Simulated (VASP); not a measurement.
# HgTe (I-4m2) in VASP: notebook

The runs below take HgTe through density of states, vibrations by perturbation theory, with PBEsol, PBE.

All numbers are computed with VASP 6.6.1; they aren't measurements. Logs are shortened: lines on timing, memory, paths and dates and some standing lists are left out, and cuts for length are marked.

## Step 1: The cell of the first run

It takes space group I-4m2 (No. 119, tetragonal). The conventional cell has a = 6.091 Å, b = 6.091 Å, c = 3.119 Å, α = 90.00°, β = 90.00°, γ = 90.00°. Hg (site symmetry -4m2) has 2 Hg at 3.12 Å and 8 Te at 3.14 to 3.84 Å within 4.1 Å. Te (site symmetry -4m2) has 2 Te at 3.12 Å and 8 Hg at 3.14 to 3.84 Å within 4.1 Å.

## Step 2: Density of states, PBEsol

File POSCAR:

```
HgTe
1.0
   -3.0456030000      3.0456030000      1.5594100000
    3.0456030000     -3.0456030000      1.5594100000
    3.0456030000      3.0456030000     -1.5594100000
Hg Te
1 1
Direct
    0.7500000000      0.2500000000      0.5000000000
    0.0000000000      0.0000000000      0.0000000000
```

File INCAR.step1:

```
ALGO = Normal
EDIFF = 1E-6
ENCUT = 520
GGA = PS
ISIF = 2
ISMEAR = -1
LASPH = T
LCHARG = T
LREAL = F
LWAVE = F
NBANDS = 16
NELM = 60
PREC = Accurate
SIGMA = 0.05
```

File KPOINTS.step1:

```
k-points
0
Gamma
  8 8 8
```

File INCAR.step2:

```
ALGO = Normal
EDIFF = 1E-6
ENCUT = 520
GGA = PS
ICHARG = 11
ISIF = 2
ISMEAR = -5
LASPH = T
LCHARG = F
LORBIT = 11
LREAL = F
LWAVE = F
NEDOS = 1001
NELM = 60
PREC = Accurate
SIGMA = 0.05
```

File KPOINTS.step2:

```
k-points
0
Gamma
  12 12 12
```

Potentials or basis: VASP PAW PBE potentials, release 64 (Hg, Te).

Launch:

```bash
> cat potpaw_PBE.64/Hg/POTCAR potpaw_PBE.64/Te/POTCAR > POTCAR
> cp INCAR.step1 INCAR
> cp KPOINTS.step1 KPOINTS
> mpirun -np 1 vasp_std > vasp.out
> cp INCAR.step2 INCAR
> cp KPOINTS.step2 KPOINTS
> mpirun -np 1 vasp_std > vasp.out
```

OUTCAR:

```text
EDIFF = 1E-6
   ENCUT = 520
   GGA = PS
   ICHARG = 11
   ISIF = 2
   ISMEAR = -5
   LASPH = T
   LORBIT = 11
   LREAL = F
   NELM = 60
   PREC = Accurate

 ion  position               nearest neighbor table
   1  0.750  0.250  0.500-   2 3.14   2 3.14   2 3.14   2 3.14
   2  0.000  0.000  0.000-   1 3.14   1 3.14   1 3.14   1 3.14

  LATTYP: Found a body centered tetragonal cell.
 ALAT       =     6.0912060000
 C/A-ratio  =     0.5120201156

  Lattice vectors:

 A1 = (  -3.0456030000,   3.0456030000,   1.5594100000)
 A2 = (   3.0456030000,  -3.0456030000,   1.5594100000)
 A3 = (   3.0456030000,   3.0456030000,  -1.5594100000)

Analysis of symmetry for initial positions (statically):
=====================================================================
 Subroutine PRICEL returns:
 Original cell was already a primitive cell.

 Routine SETGRP: Setting up the symmetry group for a
 body centered tetragonal supercell.

 Subroutine GETGRP returns: Found  8 space group operations
 (whereof  8 operations were pure point group operations)
 out of a pool of 16 trial point group operations.

The static configuration has the point symmetry D_2d.

Analysis of symmetry for dynamics (positions and initial velocities):
=====================================================================
 Subroutine PRICEL returns:
 Original cell was already a primitive cell.

 Routine SETGRP: Setting up the symmetry group for a
 body centered tetragonal supercell.

 Subroutine GETGRP returns: Found  8 space group operations
 (whereof  8 operations were pure point group operations)
 out of a pool of 16 trial point group operations.

The dynamic configuration has the point symmetry D_2d.

 Subroutine INISYM returns: Found  8 space group operations
 (whereof  8 operations are pure point group operations),
 and found     1 'primitive' translations

----------------------------------------------------------------------------------------

                                     Primitive cell

  volume of cell :      57.8585

  direct lattice vectors                    reciprocal lattice vectors
    -3.045603000  3.045603000  1.559410000     0.000000000  0.164171102  0.320634086
     3.045603000 -3.045603000  1.559410000     0.164171102  0.000000000  0.320634086
     3.045603000  3.045603000 -1.559410000     0.164171102  0.164171102  0.000000000

  length of vectors
     4.580737366  4.580737366  4.580737366     0.360219888  0.360219888  0.232172999

  position of ions in fractional coordinates (direct lattice)
     0.750000000  0.250000000  0.500000000
     0.000000000  0.000000000  0.000000000

  ion indices of the primitive-cell ions
   primitive index   ion index
                 1           1
                 2           2

----------------------------------------------------------------------------------------

 KPOINTS: k-points

Automatic generation of k-mesh.
 Grid dimensions read from file:
 generate k-points for:   12   12   12

 Generating k-lattice:

  Cartesian coordinates                     Fractional coordinates (reciprocal lattice)
     0.000000000  0.013680925  0.026719507     0.083333333  0.000000000  0.000000000
     0.013680925  0.000000000  0.026719507     0.000000000  0.083333333  0.000000000
     0.013680925  0.013680925  0.000000000     0.000000000  0.000000000  0.083333333

  Length of vectors
     0.030018324  0.030018324  0.019347750

  Shift w.r.t. Gamma in fractional coordinates (k-lattice)
     0.000000000  0.000000000  0.000000000

 TETIRR: Found   4117 inequivalent tetrahedra from    10368

 Subroutine IBZKPT returns following result:
 ===========================================

 Found    163 irreducible k-points:

 Following reciprocal coordinates:
            Coordinates               Weight
  0.000000  0.000000  0.000000      1.000000
  0.083333 -0.000000  0.000000      8.000000
  0.166667  0.000000  0.000000      8.000000
  0.250000  0.000000  0.000000      8.000000
  0.333333  0.000000  0.000000      8.000000
  0.416667  0.000000 -0.000000      8.000000
[... 16 lines left out ...]
  0.500000  0.166667  0.000000     16.000000
 -0.416667  0.166667  0.000000     16.000000
 [... further k-points ...]
   k-points           NKPTS =    163   k-points in BZ     NKDIM =    163   number of bands    NBANDS=     13
   number of dos      NEDOS =   1001   number of ions     NIONS =      2
   total plane-waves  NPLWV =  46656
   dimension x,y,z NGX =    36 NGY =   36 NGZ =   36
   dimension x,y,z NGXF=    72 NGYF=   72 NGZF=   72
   ions per type =               1   1
   NGX,Y,Z   is equivalent  to a cutoff of  13.07, 13.07, 13.07 a.u.
   NGXF,Y,Z  is equivalent  to a cutoff of  26.13, 26.13, 26.13 a.u.
 SYSTEM =  unknown system
   PREC   = accura    normal or accurate (medium, high low for compatibility)
   ISTART =      0    job   : 0-new  1-cont  2-samecut
   ICHARG =     11    charge: 1-file 2-atom 10-const
   ISPIN  =      1    spin polarized calculation?
   LNONCOLLINEAR =      F non collinear calculations
   LSORBIT =      F    spin-orbit coupling
   LASPH  =      T    aspherical Exc in radial PAW
   ENCUT  =  520.0 eV  38.22 Ry    6.18 a.u.   8.52  8.52  8.52*2*pi/ulx,y,z
   NELM   =     60;   NELMIN=  2; NELMDL=  0     # of ELM steps
   EDIFF  = 0.1E-05   stopping-criterion for ELM
   LREAL  =      F    real-space projection
   EDIFFG = 0.1E-04   stopping-criterion for IOM
   NSW    =      0    number of steps for IOM
   IBRION =     -1    ionic relax: 0-MD 1-quasi-New 2-CG
   NFREE  =      0    steps in history (QN), initial steepest desc. (CG)
   ISIF   =      2    stress and relaxation
   ISYM   =      2    0-nonsym 1-usesym 2-fastsym
   POTIM  = 0.5000    time-step for ionic-motion
   TEBEG  =    0.0;   TEEND  =   0.0 temperature during run
   PSTRESS=    0.0 pullay stress
   NELECT =      18.0000    total number of electrons
   NUPDOWN=      -1.0000    fix difference up-down
   EMIN   =  10.00;   EMAX   =-10.00  energy-range for DOS
   EFERMI =   0.00;   METHOD = LEGACY
   ISMEAR =    -5;   SIGMA  =   0.05  broadening in eV -4-tet -1-fermi 0-gaus
   EFERMI_NEDOS =   21; number of points for ismear=-14 and -15
   IALGO  =     38    algorithm
   IMIX   =      4    mixing-type and parameters
     AMIX     =   0.40;   BMIX     =  1.00
     AMIX_MAG =   1.60;   BMIX_MAG =  1.00
  volume/ion in A,a.u.               =      28.93       195.22
  Fermi-wavevector in a.u.,A,eV,Ry     =   1.109286  2.096246 16.742166  1.230515
  Thomas-Fermi vector in A             =   2.245823
   LORBIT       =     11    0 simple, 1 ext, 2 COOP (PROOUT), +10 PAW based schemes
   GGA     = PS    functional components
   LHFCALC =     F    Hartree Fock is set to
   AEXX    =    0.0000 exact exchange contribution
   IVDW    =     0    specifies the selected vdW correction
   LEPSILON=     F    determine dielectric tensor
   LRPA    =     F    only Hartree local field effects (RPA)
 non-spin polarized calculation
 Fermi weights with tetrahedron method with Bloechl corrections
  energy-cutoff  :      520.00
  volume of cell :       57.86
 maximum number of plane-waves:      1586
 NGX is ok and might be reduce to    36

 number of electron      18.0000002 magnetization

 Free energy of the ion-electron system (eV)
  ---------------------------------------------------
  ext. energy  EPLUGINS =         0.00000000
  ---------------------------------------------------
  free energy    TOTEN  =        -4.07091664 eV

  energy without entropy =       -4.07091664  energy(sigma->0) =       -4.07091664

 E-fermi :   4.3519     XC(G=0):  -9.9932

 val. band max:        4.4689237032   @ k =  -0.1667   0.3333   0.1667
 cond. band min:       4.2801315446   @ k =  -0.0833  -0.4167   0.0833
 fundamental gap:     -0.1887921585
 Fermi energy:         4.3519139920

 k-point     1 :       0.0000    0.0000    0.0000
  band No.  band energies     occupation
      1      -8.2207      2.00000
      2      -3.0947      2.00000
      3      -2.3944      2.00000
      4      -2.3180      2.00000
      5      -1.8805      2.00000
      6      -1.8805      2.00000
      7       0.7884      2.00000
      8       1.8205      2.00000
      9       1.8205      2.00000
     10       7.6997      0.00000
     11       8.8259      0.00000
     12      11.1433      0.00000
     13      11.1433      0.00000

 k-point     2 :       0.0833   -0.0000    0.0000
  band No.  band energies     occupation
      1      -8.1102      2.00000
      2      -2.9898      2.00000
      3      -2.3797      2.00000
      4      -2.3269      2.00000
      5      -1.9396      2.00000
      6      -1.9383      2.00000
      7       0.5851      2.00000
      8       1.8962      2.00000
      9       2.2837      2.00000
     10       6.7834      0.00000
     11       8.9372      0.00000
     12      10.7901      0.00000
     13      11.2725      0.00000

 k-point     3 :       0.1667    0.0000    0.0000
  band No.  band energies     occupation
      1      -7.7863      2.00000
      2      -2.6995      2.00000
      3      -2.3509      2.00000
      4      -2.3431      2.00000
      5      -2.0883      2.00000
      6      -2.0790      2.00000
      7       0.3872      2.00000
      8       2.1060      2.00000
      9       3.2029      2.01469
     10       5.0201      0.02107
     11       9.2500      0.00000
     12      10.0545      0.00000
     13      11.4144      0.00000
[... 305 lines left out ...]
 k-point    23 :       0.5000    0.1667    0.0000
  band No.  band energies     occupation
      1      -6.4829      2.00000
      2      -2.5353      2.00000
      3      -2.4356      2.00000
      4      -2.2967      2.00000
      5      -2.1394      2.00000
      6      -2.0273      2.00000
      7       0.0502      2.00000
      8       1.3427      2.00000
      9       2.9717      2.00000
     10       5.2851     -0.00524
     11       7.8885      0.00000
     12       9.3163      0.00000
     13       9.7171      0.00000

 k-point    24 :      -0.4167    0.1667    0.0000
  band No.  band energies     occupation
      1      -7.0857      2.00000
      2      -2.4692      2.00000
      3      -2.3984      2.00000
      4      -2.2949      2.00000
      5      -2.2264      2.00000
      6      -2.1417      2.00000
      7      -0.5031      2.00000
      8       2.4608      2.00000
      9       3.1323      2.12382
     10       5.2237      0.00000
     11       8.3145      0.00000
     12       9.3472      0.00000
     13      10.3041      0.00000

 [... further k-points ...]
[... 5 lines left out ...]
  --------------------------------------------------------------------------------------
  -------------------------------------------------------------------------------------
  Total       -1.2372590     -1.2372590     -0.8359133      0.0000000      0.0000000      0.0000000
  in kB      -34.2613374    -34.2613374    -23.1475437      0.0000000      0.0000000      0.0000000
  external PRESSURE =     -30.5567395 kB  Pullay stress =       0.0000000 kB

 VOLUME and BASIS-vectors are now :
 -----------------------------------------------------------------------------
  energy-cutoff  :      520.00
  volume of cell :       57.86
      direct lattice vectors                 reciprocal lattice vectors
    -3.045603000  3.045603000  1.559410000     0.000000000  0.164171102  0.320634086
     3.045603000 -3.045603000  1.559410000     0.164171102  0.000000000  0.320634086
     3.045603000  3.045603000 -1.559410000     0.164171102  0.164171102  0.000000000

 POSITION                                       TOTAL-FORCE (eV/Angst)
 -----------------------------------------------------------------------------------
      0.00000      3.04560      0.77970        -0.000000      0.000000      0.000000
      0.00000      0.00000      0.00000         0.000000     -0.000000     -0.000000
 -----------------------------------------------------------------------------------
    total drift:                               -0.000000      0.000000     -0.000000

  FREE ENERGIE OF THE ION-ELECTRON SYSTEM (eV)
  ---------------------------------------------------
  free  energy   TOTEN  =        -4.0709166438 eV

  energy  without entropy=       -4.0709166438  energy(sigma->0) =       -4.07091664

 total charge

# of ion       s       p       d       tot
------------------------------------------
    1        0.822   0.240   9.341  10.403
    2        1.419   1.807   0.035   3.261
--------------------------------------------------
tot          2.241   2.046   9.376  13.664
```

Wall time 3.1 min (1 thread of AMD EPYC 7R13, shared host); peak memory 0.28 GiB.

Results:

```yaml
Valence_electrons_inside_the_program's_atomic_spheres: Hg 10.40; Te 3.26
```

Levels at points of the mesh, in eV from the Fermi level:
```tsv
k point	band 7	band 8	band 9	band 10	band 11	band 12
(0.00, 0.00, 0.00)	-3.56	-2.53	-2.53	3.35	4.47	6.79
(0.50, 0.00, 0.00)	-4.64	-2.03	-1.18	-0.25	3.10	3.67
(0.50, 0.50, 0.00)	-6.14	-0.99	1.39	1.83	2.75	3.32
(0.50, 0.50, 0.50)	-4.48	-4.43	-4.43	3.02	7.19	7.90
```

Caveat: the PAW data sets were made with another functional, which shifts forces and pressure a little; spin-orbit coupling is left out, which moves the levels of the heavy elements; tetrahedron occupations give inexact forces and stress in metals.

(Continued in part 2 of 2.)
